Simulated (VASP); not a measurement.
Write the native input for VASP 6.6.1 that does the following.

| Item | Value |
| --- | --- |
| Task | single point |
| Functional | PBE |
| Dispersion | D3(BJ) |
| Potentials or basis | VASP PAW PBE potentials, release 64 (Ta_sv_GW, N) |
| Cutoff | 700 eV |
| k mesh | 6 × 6 × 9 |
| Occupations | fermi-dirac, width 0.05 eV |
| Spin | no spin polarisation |
| Dipole correction | no |
| Further INCAR settings | ALGO = Normal; EDIFF = 1e-06; NBANDS = 36 |

The structure of TaN lies in POSCAR:

```
TaN
1.0
    5.2019389946      0.0000000000      0.0000000000
   -2.6009694973      4.5050113183      0.0000000000
    0.0000000000      0.0000000000      2.9215576623
Ta N
3 3
Direct
    0.0000000000      0.0000000000      0.0000000000
    0.3333333333      0.6666666667      0.5000000000
    0.6666666667      0.3333333333      0.5000000000
    0.5000000000      0.0000000000      0.0000000000
    0.5000000000      0.5000000000      0.0000000000
    0.0000000000      0.5000000000      0.0000000000
```

The input as run:

INCAR

```
SYSTEM = TaN
  ALGO = Normal
  EDIFF = 1E-6
  ENCUT = 700
  GGA = PE
  GGA_COMPAT = .False.
  ISIF = 2
  ISMEAR = -1
  IVDW = 12
  LASPH = .True.
  LCHARG = .True.
  LELF = .True.
  LREAL = .False.
  LVHAR = .True.
  LWAVE = .False.
  NBANDS = 36
  NELM = 120
  PREC = Accurate
  SIGMA = 0.05
```

KPOINTS

```
k-points
0
Gamma
  6 6 9
  0 0 0
```

Potentials or basis: VASP PAW PBE potentials, release 64 (Ta_sv_GW, N).

Launch:

```console
$ cat potpaw_PBE.64/Ta_sv_GW/POTCAR potpaw_PBE.64/N/POTCAR > POTCAR
$ mpirun -np 1 vasp_std > vasp.out
```

It gave:

| Quantity | Value |
| --- | --- |
| Pressure | 0.0 GPa |
| Band gap on the k mesh | zero (bands 27 and 28 overlap by 2.02 eV) |
| Dispersion energy per atom | -0.439 eV |

Caveat: spin-orbit coupling is left out, which moves the levels of the heavy elements.

It took 8.6 min on 1 thread of Intel(R) Xeon(R) Platinum 8375C CPU @ 2.90GHz (Ice Lake), on a shared host, peak memory 0.31 GiB.
